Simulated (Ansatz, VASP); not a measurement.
## Zn in VASP and in Ansatz

File INCAR:

```
PREC = Accurate
ENCUT = 520
EDIFF = 1E-6
ISMEAR = -1
SIGMA = 0.1
LREAL = F
LASPH = T
NELM = 80
ALGO = Normal
ISIF = 2
LWAVE = F
LCHARG = F
GGA = PS
NBANDS = 19
```

Contents of KPOINTS:

```
regular mesh
0
Gamma
  16 16 8
```

File POSCAR:

```
Zn
1.0
    1.2948487935     -2.2427438984      0.0000000000
    1.2948487935      2.2427438984      0.0000000000
    0.0000000000      0.0000000000      4.9176337349
Zn
2
Direct
    0.6666666670      0.3333333330      0.2500000000
    0.3333333330      0.6666666670      0.7500000000
```

Input for Ansatz:

```yaml
crystal:
  lattice:
    - [1.2948487935, -2.2427438984, 0.0]
    - [1.2948487935, 2.2427438984, 0.0]
    - [0.0, 0.0, 4.9176337349]
  atoms:
    - { symbol: Zn, position: [0.666666667, 0.333333333, 0.25] }
    - { symbol: Zn, position: [0.333333333, 0.666666667, 0.75] }
kpoints:
  mp_grid: { grid: [16, 16, 8] }
scf:
  occupations: { method: fermi_dirac, width: 0.1 }
hamiltonian:
  xc: pbesol
  pseudopotentials: { kind: all_electron, lapw: { basis_error: 0.001 } }
output:
  forces: true
  stress: true
  eigenvalues: true
```

Alike in both runs: task single point; functional PBEsol; k mesh 16 × 16 × 8; occupations fermi-dirac, width 0.1 eV; no spin polarisation.

```csv
,VASP,Ansatz
version,VASP 6.6.1,Ansatz 0.2.0
potentials or method,"VASP PAW PBE potentials, release 64 (Zn), cutoff 520 eV","all-electron LAPW, scalar-relativistic"
```

Ansatz gave:

- pressure (GPa): 0.0
- traceless stress, the component that is largest in VASP (GPa): -2.45

What did VASP give for the same quantities?

Pressure (GPa): 0.5; traceless stress, the component that is largest in VASP (GPa): -2.63.

VASP's potentials were made for PBE, not for PBEsol. Ansatz ran all-electron here, and VASP with PAW potentials.
